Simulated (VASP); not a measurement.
Write the native input for VASP 6.6.1 that does the following.

- Task: single point
- Functional: PBEsol
- Potentials or basis: VASP PAW PBE potentials, release 64 (Sn_d)
- Cutoff: 520 eV
- k mesh: 12 × 12 × 4
- Occupations: fermi-dirac, width 0.1 eV
- Spin: no spin polarisation
- Dipole correction: no
- Further INCAR settings: ALGO = Normal; EDIFF = 1e-07; NBANDS = 36

The structure of Sn lies in POSCAR:

```
Sn
1.0
    2.8122810197      0.0000000000      0.0000000000
   -1.4061405098      2.4355068056      0.0000000000
    0.0000000000      0.0000000000      9.1936516202
Sn
4
Direct
    0.0000000000      0.0000000000      0.0000000000
    0.0000000000      0.0000000000      0.5000000000
    0.3333333333      0.6666666667      0.2500000000
    0.6666666667      0.3333333333      0.7500000000
```

One way to write it, as run:

INCAR

```
SYSTEM = Sn
PREC = Accurate ; ENCUT = 520
EDIFF = 1E-7 ; ISMEAR = -1
SIGMA = 0.1 ; LREAL = .False.
LASPH = .True. ; NELM = 100
ALGO = Normal ; ISIF = 2
LWAVE = .False. ; LCHARG = .True.
GGA = PS ; LELF = .True.
LVHAR = .True. ; NBANDS = 36
```

KPOINTS

```
Automatic mesh
0
Gamma
  12 12 4
  0 0 0
```

Potentials or basis: VASP PAW PBE potentials, release 64 (Sn_d).

Run with:

```sh
$ cat potpaw_PBE.64/Sn_d/POTCAR > POTCAR
$ mpirun -np 1 vasp_std > vasp.out
```

Results of the run:

```json
{
 "Pressure": "98.1 GPa",
 "Band gap on the k mesh": "zero (band 28 reaches 26.19 eV, above the bottom of band 29 at 12.51 eV)"
}
```

Caveat: the PAW data sets were made with another functional, which shifts forces and pressure a little; spin-orbit coupling is left out, which moves the levels of the heavy elements.

Wall time 64 s on 1 thread of Intel(R) Xeon(R) 6975P-C (Granite Rapids), on a shared host, peak memory 0.24 GiB.
